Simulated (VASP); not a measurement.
# Sr (P6_3/mmc) in VASP: further runs

The runs below take Sr through single point, with PBE.

Everything below comes from runs of VASP 6.6.1. Logs are shortened: lines on timing, memory, paths and dates and some standing lists are left out, and cuts for length are marked.

### 1 The cell of the first run

It takes space group P6_3/mmc (No. 194, hexagonal). Conventional cell: a = 3.351 Å, b = 3.351 Å, c = 5.436 Å, α = 90.00°, β = 90.00°, γ = 120.00°. Sr (site symmetry -6m2) has 12 Sr at 3.34 to 3.35 Å within 4.4 Å.

### 2 Single point, PBE

INCAR

```
PREC     = Accurate       # precision mode
ENCUT    = 500            # plane-wave cutoff, eV
EDIFF    = 1E-6           # SCF threshold, eV
ISMEAR   = -1             # smearing method
SIGMA    = 0.08           # smearing width, eV
LREAL    = F              # projectors in reciprocal space
LASPH    = T              # aspherical terms in the spheres
NELM     = 120            # most SCF steps
ALGO     = Normal         # electronic algorithm
ISIF     = 2              # what is computed and relaxed
LWAVE    = F              # write WAVECAR
LCHARG   = F              # write CHGCAR
GGA      = PE             # functional
NBANDS   = 17             # bands
GGA_COMPAT= F
```

KPOINTS

```
Automatic mesh
0
Gamma
  13 13 7
```

POSCAR

```
Sr
1.0
    3.3513278638      0.0000000000      0.0000000000
   -1.6756639319      2.9023350665      0.0000000000
    0.0000000000      0.0000000000      5.4364997705
Sr
2
Direct
    0.3333333333      0.6666666667      0.2500000000
    0.6666666667      0.3333333333      0.7500000000
```

Potentials or basis: VASP PAW PBE potentials, release 64 (Sr_sv).

The run is started by

```
cat potpaw_PBE.64/Sr_sv/POTCAR > POTCAR
mpirun -np 1 vasp_std > vasp.out
```

OUTCAR:

```text
PREC = Accurate
   ENCUT = 500
   EDIFF = 1E-6
   ISMEAR = -1
   LREAL = F
   LASPH = T
   NELM = 120
   ISIF = 2
   GGA = PE

 ion  position               nearest neighbor table
   1  0.333  0.667  0.250-   2 3.34   2 3.34   2 3.34   2 3.34   2 3.34   2 3.34   2 4.73   2 4.73
                             2 4.73   2 4.73   2 4.73   2 4.73
   2  0.667  0.333  0.750-   1 3.34   1 3.34   1 3.34   1 3.34   1 3.34   1 3.34   1 4.73   1 4.73
                             1 4.73   1 4.73   1 4.73   1 4.73

  LATTYP: Found a hexagonal cell.
 ALAT       =     3.3513278638
 C/A-ratio  =     1.6221927521

  Lattice vectors:

 A1 = (   3.3513278638,   0.0000000000,   0.0000000000)
 A2 = (  -1.6756639319,   2.9023350665,   0.0000000000)
 A3 = (   0.0000000000,   0.0000000000,   5.4364997705)

Analysis of symmetry for initial positions (statically):
=====================================================================
 Subroutine PRICEL returns:
 Original cell was already a primitive cell.

 Routine SETGRP: Setting up the symmetry group for a
 hexagonal supercell.

 Subroutine GETGRP returns: Found 24 space group operations
 (whereof 12 operations were pure point group operations)
 out of a pool of 24 trial point group operations.

The static configuration has the point symmetry D_3d.
 The point group associated with its full space group is D_6h.

Analysis of symmetry for dynamics (positions and initial velocities):
=====================================================================
 Subroutine PRICEL returns:
 Original cell was already a primitive cell.

 Routine SETGRP: Setting up the symmetry group for a
 hexagonal supercell.

 Subroutine GETGRP returns: Found 24 space group operations
 (whereof 12 operations were pure point group operations)
 out of a pool of 24 trial point group operations.

The dynamic configuration has the point symmetry D_3d.
 The point group associated with its full space group is D_6h.

 Subroutine INISYM returns: Found 24 space group operations
 (whereof 12 operations are pure point group operations),
 and found     1 'primitive' translations

----------------------------------------------------------------------------------------

                                     Primitive cell

  volume of cell :      52.8791

  direct lattice vectors                    reciprocal lattice vectors
     3.351327864  0.000000000  0.000000000     0.298389188  0.172275078  0.000000000
    -1.675663932  2.902335067  0.000000000     0.000000000  0.344550156  0.000000000
     0.000000000  0.000000000  5.436499771     0.000000000  0.000000000  0.183941882

  length of vectors
     3.351327864  3.351327864  5.436499771     0.344550156  0.344550156  0.183941882

  position of ions in fractional coordinates (direct lattice)
     0.333333333  0.666666667  0.250000000
     0.666666667  0.333333333  0.750000000

  ion indices of the primitive-cell ions
   primitive index   ion index
                 1           1
                 2           2

----------------------------------------------------------------------------------------

 KPOINTS: Automatic mesh

Automatic generation of k-mesh.
 Grid dimensions read from file:
 generate k-points for:   13   13    7

 Generating k-lattice:

  Cartesian coordinates                     Fractional coordinates (reciprocal lattice)
     0.022953014  0.013251929  0.000000000     0.076923077  0.000000000  0.000000000
     0.000000000  0.026503858  0.000000000     0.000000000  0.076923077  0.000000000
     0.000000000  0.000000000  0.026277412     0.000000000  0.000000000  0.142857143

  Length of vectors
     0.026503858  0.026503858  0.026277412

  Shift w.r.t. Gamma in fractional coordinates (k-lattice)
     0.000000000  0.000000000  0.000000000

 Subroutine IBZKPT returns following result:
 ===========================================

 Found     84 irreducible k-points:

 Following reciprocal coordinates:
            Coordinates               Weight
  0.000000  0.000000  0.000000      1.000000
  0.076923  0.000000  0.000000      6.000000
  0.153846  0.000000  0.000000      6.000000
  0.230769  0.000000  0.000000      6.000000
  0.307692  0.000000  0.000000      6.000000
  0.384615  0.000000  0.000000      6.000000
[... 16 lines left out ...]
  0.076923  0.000000  0.142857     12.000000
  0.153846  0.000000  0.142857     12.000000
 [... further k-points ...]
   k-points           NKPTS =     84   k-points in BZ     NKDIM =     84   number of bands    NBANDS=     17
   number of dos      NEDOS =    301   number of ions     NIONS =      2
   total plane-waves  NPLWV =  23040
   dimension x,y,z NGX =    24 NGY =   24 NGZ =   40
   dimension x,y,z NGXF=    48 NGYF=   48 NGZF=   80
   ions per type =               2
   NGX,Y,Z   is equivalent  to a cutoff of  11.91, 11.91, 12.23 a.u.
   NGXF,Y,Z  is equivalent  to a cutoff of  23.81, 23.81, 24.46 a.u.
 SYSTEM =  unknown system
   PREC   = accura    normal or accurate (medium, high low for compatibility)
   ISTART =      0    job   : 0-new  1-cont  2-samecut
   ICHARG =      2    charge: 1-file 2-atom 10-const
   ISPIN  =      1    spin polarized calculation?
   LNONCOLLINEAR =      F non collinear calculations
   LSORBIT =      F    spin-orbit coupling
   LASPH  =      T    aspherical Exc in radial PAW
   ENCUT  =  500.0 eV  36.75 Ry    6.06 a.u.   6.11  6.11  9.91*2*pi/ulx,y,z
   NELM   =    120;   NELMIN=  2; NELMDL= -5     # of ELM steps
   EDIFF  = 0.1E-05   stopping-criterion for ELM
   LREAL  =      F    real-space projection
   EDIFFG = 0.1E-04   stopping-criterion for IOM
   NSW    =      0    number of steps for IOM
   IBRION =     -1    ionic relax: 0-MD 1-quasi-New 2-CG
   NFREE  =      0    steps in history (QN), initial steepest desc. (CG)
   ISIF   =      2    stress and relaxation
   ISYM   =      2    0-nonsym 1-usesym 2-fastsym
   POTIM  = 0.5000    time-step for ionic-motion
   TEBEG  =    0.0;   TEEND  =   0.0 temperature during run
   PSTRESS=    0.0 pullay stress
   NELECT =      20.0000    total number of electrons
   NUPDOWN=      -1.0000    fix difference up-down
   EMIN   =  10.00;   EMAX   =-10.00  energy-range for DOS
   EFERMI =   0.00;   METHOD = LEGACY
   ISMEAR =    -1;   SIGMA  =   0.08  broadening in eV -4-tet -1-fermi 0-gaus
   EFERMI_NEDOS =   21; number of points for ismear=-14 and -15
   IALGO  =     38    algorithm
   IMIX   =      4    mixing-type and parameters
     AMIX     =   0.40;   BMIX     =  1.00
     AMIX_MAG =   1.60;   BMIX_MAG =  1.00
  volume/ion in A,a.u.               =      26.44       178.42
  Fermi-wavevector in a.u.,A,eV,Ry     =   1.183923  2.237291 19.070936  1.401674
  Thomas-Fermi vector in A             =   2.320148
   LORBIT       =      0    0 simple, 1 ext, 2 COOP (PROOUT), +10 PAW based schemes
   GGA     = PE    functional components
   LHFCALC =     F    Hartree Fock is set to
   AEXX    =    0.0000 exact exchange contribution
   IVDW    =     0    specifies the selected vdW correction
   LEPSILON=     F    determine dielectric tensor
   LRPA    =     F    only Hartree local field effects (RPA)
 non-spin polarized calculation
  energy-cutoff  :      500.00
  volume of cell :       52.88
 maximum number of plane-waves:      1358
   NGX = 13   NGY = 13   NGZ = 19

 number of electron      20.0000000 magnetization

 Free energy of the ion-electron system (eV)
  ---------------------------------------------------
  ext. energy  EPLUGINS =         0.00000000
  ---------------------------------------------------
  free energy    TOTEN  =        -0.57642688 eV

  energy without entropy =       -0.53977418  energy(sigma->0) =       -0.55810053

 E-fermi :   4.7990     XC(G=0):  -9.9939

 val. band max:        4.7959022724   @ k =   0.3846   0.0000   0.1429
 cond. band min:       4.8123926092   @ k =   0.3846   0.0769   0.1429
 fundamental gap:      0.0164903368
 Fermi energy:         4.7990342222

 k-point     1 :       0.0000    0.0000    0.0000
  band No.  band energies     occupation
      1     -30.8768      2.00000
      2     -30.5641      2.00000
      3     -13.8903      2.00000
      4     -12.2434      2.00000
      5     -12.2434      2.00000
      6     -12.0124      2.00000
[... 9 lines left out ...]
     16       8.7341      0.00000
     17       9.6692      0.00000

 k-point     2 :       0.0769    0.0000    0.0000
  band No.  band energies     occupation
      1     -30.8620      2.00000
      2     -30.5570      2.00000
      3     -13.8560      2.00000
      4     -12.3334      2.00000
      5     -12.2708      2.00000
      6     -12.1059      2.00000
[... 9 lines left out ...]
     16       8.9107      0.00000
     17       9.3325      0.00000

 k-point     3 :       0.1538    0.0000    0.0000
  band No.  band energies     occupation
      1     -30.8200      2.00000
      2     -30.5377      2.00000
      3     -13.7565      2.00000
      4     -12.5795      2.00000
      5     -12.3514      2.00000
      6     -12.3431      2.00000
[... 9 lines left out ...]
     16       8.8198      0.00000
     17       8.9655      0.00000

 k-point     4 :       0.2308    0.0000    0.0000
  band No.  band energies     occupation
      1     -30.7582      2.00000
      2     -30.5121      2.00000
      3     -13.6024      2.00000
      4     -12.9176      2.00000
      5     -12.6698      2.00000
      6     -12.4384      2.00000
[... 9 lines left out ...]
     16       9.4059      0.00000
     17       9.5114      0.00000
[... 343 lines left out ...]
      1     -30.8619      2.00000
      2     -30.5802      2.00000
      3     -13.8083      2.00000
      4     -12.2322      2.00000
      5     -12.2322      2.00000
      6     -12.1059      2.00000
[... 9 lines left out ...]
     16       8.5770      0.00000
     17       9.9519      0.00000

 k-point    23 :       0.0769    0.0000    0.1429
  band No.  band energies     occupation
      1     -30.8474      2.00000
      2     -30.5727      2.00000
      3     -13.7777      2.00000
      4     -12.3202      2.00000
      5     -12.2588      2.00000
      6     -12.1834      2.00000
[... 9 lines left out ...]
     16       8.7331      0.00000
     17       9.7514      0.00000

 k-point    24 :       0.1538    0.0000    0.1429
  band No.  band energies     occupation
      1     -30.8065      2.00000
      2     -30.5521      2.00000
      3     -13.6910      2.00000
      4     -12.5611      2.00000
      5     -12.4144      2.00000
      6     -12.3291      2.00000
[... 9 lines left out ...]
     16       9.0762      0.00000
     17       9.5443      0.00000

 [... further k-points ...]

------------------------ aborting loop because EDIFF is reached ----------------------------------------

  FORCE on cell =-STRESS in cart. coord.  units (eV):
  Direction    XX          YY          ZZ          XY          YZ          ZX
  --------------------------------------------------------------------------------------
  -------------------------------------------------------------------------------------
  Total        8.0053279      8.0053279      8.0040358      0.0000000      0.0000000      0.0000000
  in kB      242.5525626    242.5525626    242.5134124      0.0000000      0.0000000      0.0000000
  external PRESSURE =     242.5395125 kB  Pullay stress =       0.0000000 kB

 VOLUME and BASIS-vectors are now :
 -----------------------------------------------------------------------------
  energy-cutoff  :      500.00
  volume of cell :       52.88
      direct lattice vectors                 reciprocal lattice vectors
     3.351327864  0.000000000  0.000000000     0.298389188  0.172275078  0.000000000
    -1.675663932  2.902335067  0.000000000     0.000000000  0.344550156  0.000000000
     0.000000000  0.000000000  5.436499771     0.000000000  0.000000000  0.183941882

 POSITION                                       TOTAL-FORCE (eV/Angst)
 -----------------------------------------------------------------------------------
     -0.00000      1.93489      1.35912        -0.000000      0.000000      0.000000
      1.67566      0.96745      4.07737         0.000000     -0.000000      0.000000
 -----------------------------------------------------------------------------------
    total drift:                               -0.000000      0.000000     -0.000000

  FREE ENERGIE OF THE ION-ELECTRON SYSTEM (eV)
  ---------------------------------------------------
  free  energy   TOTEN  =        -0.5764268844 eV

  energy  without entropy=       -0.5397741792  energy(sigma->0) =       -0.55810053
```

It took 38 s on 1 thread of Intel Xeon Platinum 8488C (Sapphire Rapids), shared host; peak memory 0.19 GiB.

Results:

* Free energy: -0.5764 eV
* Pressure: 24.3 GPa
* Band gap on the k mesh: zero (band 10 reaches 5.25 eV, above the bottom of band 11 at 4.10 eV)

Levels at points of the mesh, in eV from the Fermi level:
```csv
k point,band 6,band 7,band 8,band 9,band 10,band 11,band 12,band 13,band 14,band 15
"(0.00, 0.00, 0.00)",-16.81,-16.81,-16.80,-4.01,-1.53,2.83,3.02,3.02,3.13,3.94
```

### 3 Single point, PBE

This run uses another cell than the first one: it holds 4 atoms, not 2.

INCAR

```
SYSTEM = Sr
  PREC = Accurate
  ENCUT = 500
  EDIFF = 1E-6
  ISMEAR = -1
  SIGMA = 0.08
  LREAL = .False.
  LASPH = .True.
  NELM = 120
  ALGO = Normal
  ISIF = 2
  LWAVE = .False.
  LCHARG = .False.
  GGA = PE
  NBANDS = 28
  GGA_COMPAT = .False.
```

KPOINTS

```
Automatic mesh
0
Gamma
  8 8 5
  0 0 0
```

POSCAR

```
Sr
1.0
    3.3592462244      0.0000000000      0.0000000000
   -1.6796231122      2.9091925679      0.0000000000
    0.0000000000      0.0000000000     10.9119212341
Sr
4
Direct
    0.0000000000      0.0000000000      0.0000000000
    0.0000000000      0.0000000000      0.5000000000
    0.3333333333      0.6666666667      0.2500000000
    0.6666666667      0.3333333333      0.7500000000
```

Potentials or basis: VASP PAW PBE potentials, release 64 (Sr_sv).

The run is started by

```
cat potpaw_PBE.64/Sr_sv/POTCAR > POTCAR
mpirun -np 1 vasp_std > vasp.out
```

It took 45 s on 1 thread of Intel Xeon Platinum 8488C (Sapphire Rapids), shared host; peak memory 0.23 GiB.

The run converged. Its results:

```yaml
Free_energy: -1.1906 eV
Pressure: 24.2 GPa
Band_gap_on_the_k_mesh: zero (band 20 reaches 5.03 eV, above the bottom of band 21 at 4.39 eV)
```

Levels at points of the mesh, in eV from the Fermi level:
```
           k point  band 17  band 18  band 19  band 20  band 21  band 22  band 23  band 24
(0.00, 0.00, 0.00)    -4.00    -2.25    -2.21    -1.48     1.84     1.89     2.77     2.83
(0.50, 0.00, 0.00)    -1.72    -1.59    -1.06    -0.53     0.16     0.36     0.47     1.67
```

[end of part 1 of 2]
